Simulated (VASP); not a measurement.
Runs of VASP 6.6.1 on Te. The structure is that of space group Im-3m (No. 229), or close to it. The cells are those of the table. 

```tsv
task	cell	cutoff (eV)	gap on the mesh (eV)	pressure (GPa)
relaxation of cell and atoms	relaxed from a = 3.352 Å, angles 109.5°, 1 atom	600	none	0.0
single point	a = 2.425 Å, angles 109.5°, 1 atom	520	none	462.7
single point	a = 2.424 Å, angles 109.5°, 1 atom	520	none	(a)
relaxation of cell and atoms	relaxed to 450 GPa from a = 2.425 Å, angles 109.5°, 1 atom	600	none	450.0
relaxation of cell and atoms	relaxed to 450 GPa from a = 2.424 Å, angles 109.5°, 1 atom	600	none	450.0
single point	a = 3.260 Å, angles 109.5°, 1 atom	520	none	0.0
```

Alike in all rows: level LDA; potentials or basis VASP PAW LDA potentials, release 64 (Te); no spin polarisation; k mesh 19 × 19 × 19; smearing fermi-dirac 0.05 eV.

Estimate the missing entries.

(a) 464.8.

Caveats: spin-orbit coupling is left out, which moves the levels of the heavy elements; the cell is relaxed towards a set pressure, so the enthalpy falls and the energy may rise (some runs).

A k mesh can miss the band edges, and the runs leave out spin-orbit coupling on Te.

A gap of «none» marks levels without a gap at the run's occupations.
